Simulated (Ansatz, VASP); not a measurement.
**BeF: VASP beside Ansatz**

```xyz
4
Lattice="1.2593 0.7271 6.4811 -1.2593 0.7271 6.4811 0.0000 -1.4541 6.4811" Properties=species:S:1:pos:R:3 pbc="T T T"
Be    0.0000    0.0000    7.4445
Be    0.0000    0.0000   11.9988
F     0.0000    0.0000   14.8485
F     0.0000    0.0000    4.5948
```

Alike in both runs: functional PBE; dispersion D3(BJ); k mesh 6 × 6 × 6; occupations gaussian, width 0.1 eV; no spin polarisation.

Ansatz relaxed the structure, and its values are those at the end. VASP's run is a single point on that final structure, the one shown.

```csv
,VASP,Ansatz
version,VASP 6.6.1,Ansatz 0.2.0
potentials or method,"VASP PAW PBE potentials, release 64 (Be, F), cutoff 520 eV","scalar-relativistic, plane waves, PAW"
valence electrons in the cell,18,18
```

```tsv
	VASP	Ansatz	Ansatz less VASP
gap on the k mesh at the Fermi level (eV)	none	none	-
pressure (GPa)	0.2	0.1	-0.07
rms of the force components (eV/Å)	0.012	0.003	-0.0096
```

A gap of «none» marks a metal or a gap that the smearing closes.

The k mesh is coarse, so the values compare programs but aren't converged.
